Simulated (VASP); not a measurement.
# AgCl: electric field gradients with PBE

Crystal: AgCl.

```
CELL_PARAMETERS angstrom
0.00000 2.77315 2.77315
2.77315 0.00000 2.77315
2.77315 2.77315 0.00000
ATOMIC_POSITIONS crystal
Ag 0.50000 0.50000 0.50000
Cl 0.00000 0.00000 0.00000
```

```yaml
Program: VASP 6.6.1
Task: electric field gradients
Functional: PBE
Potentials_or_basis: VASP PAW PBE potentials, release 64 (Ag, Cl)
Cutoff: 520 eV
k_mesh: 9 × 9 × 9
Occupations: fermi-dirac, width 0.01 eV
Spin: no spin polarisation
Dipole_correction: no
Further_INCAR_settings: ALGO = Normal; EDIFF = 1e-08; NBANDS = 16
```

```
Pressure                                : 1.5 GPa
Band gap on the k mesh                  : 0.95 eV (least direct gap 3.14 eV)
Largest electric field gradient by atom : zero within the noise of the run
```

Levels at points of the mesh, in eV from the valence-band top:
```tsv
k point	band 7	band 8	band 9	band 10	band 11	band 12
(0.00, 0.00, 0.00)	-2.28	-2.28	-2.28	0.95	10.90	10.90
```

Run time: 31 s on 1 thread of Intel(R) Xeon(R) Platinum 8259CL CPU @ 2.50GHz (Skylake/Cascade Lake) (shared host), peak memory 0.18 GiB.

Caveat: an odd mesh through Γ misses points on the zone boundary, where band edges can lie. PBE gaps usually lie below the measured ones, often by a third to a half.
